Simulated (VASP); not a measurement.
# Hf2N: single point with PBEsol

Hf2N:

```
Hf N
1.0
     5.36496    0.00000    0.00000
     0.00000    5.36496    0.00000
     0.00000    0.00000    3.26967
Hf N
4 2
Direct
  0.29546 0.29546 0.00000
  0.70454 0.70454 0.00000
  0.79546 0.20454 0.50000
  0.20454 0.79546 0.50000
  0.00000 0.00000 0.00000
  0.50000 0.50000 0.50000
```

- Program: VASP 6.6.1
- Task: single point
- Functional: PBEsol
- Potentials or basis: VASP PAW PBE potentials, release 64 (Hf_pv, N)
- Cutoff: 520 eV
- k mesh: 8 × 8 × 14
- Occupations: gaussian, width 0.15 eV
- Spin: no spin polarisation
- Dipole correction: no
- Further INCAR settings: ALGO = Normal; EDIFF = 1e-07; NBANDS = 34

```yaml
Pressure: -8.4 GPa
Largest_force: 0.061 eV/Å
Band_gap_on_the_k_mesh: zero (bands 25 and 26 overlap by 2.57 eV)
```

Forces on the atoms (eV/Å):
```
Hf   0.043  0.043  0.000
Hf  -0.043 -0.043  0.000
Hf   0.043 -0.043  0.000
Hf  -0.043  0.043  0.000
N    0.000  0.000  0.000
N    0.000  0.000  0.000
```

Stress tensor (GPa, compression positive):
```
-8.23  0.00  0.00
 0.00 -8.23  0.00
 0.00  0.00 -8.89
```

Levels at points of the mesh, in eV from the Fermi level:
```csv
k point,band 24,band 25,band 26,band 27,band 28,band 29
"(0.00, 0.00, 0.00)",0.79,1.03,1.08,1.08,1.51,1.74
"(0.50, 0.00, 0.00)",-1.02,1.36,1.36,1.82,1.82,1.91
"(0.50, 0.50, 0.00)",-1.40,1.03,1.03,1.46,1.46,1.71
"(0.00, 0.00, 0.50)",-1.23,-1.21,-1.21,2.11,2.11,3.59
"(0.50, 0.00, 0.50)",-1.16,-0.92,-0.92,1.72,1.72,3.70
"(0.50, 0.50, 0.50)",-0.80,-0.60,-0.60,1.24,1.24,2.83
```

Run time: 3.9 min on 1 thread of Intel(R) Xeon(R) Platinum 8124M CPU @ 3.00GHz (Skylake/Cascade Lake) (shared host), peak memory 0.4 GiB.

Caveat: the cell stands under tension; the PAW data sets were made with another functional, which shifts forces and pressure a little; spin-orbit coupling is left out, which moves the levels of the heavy elements.
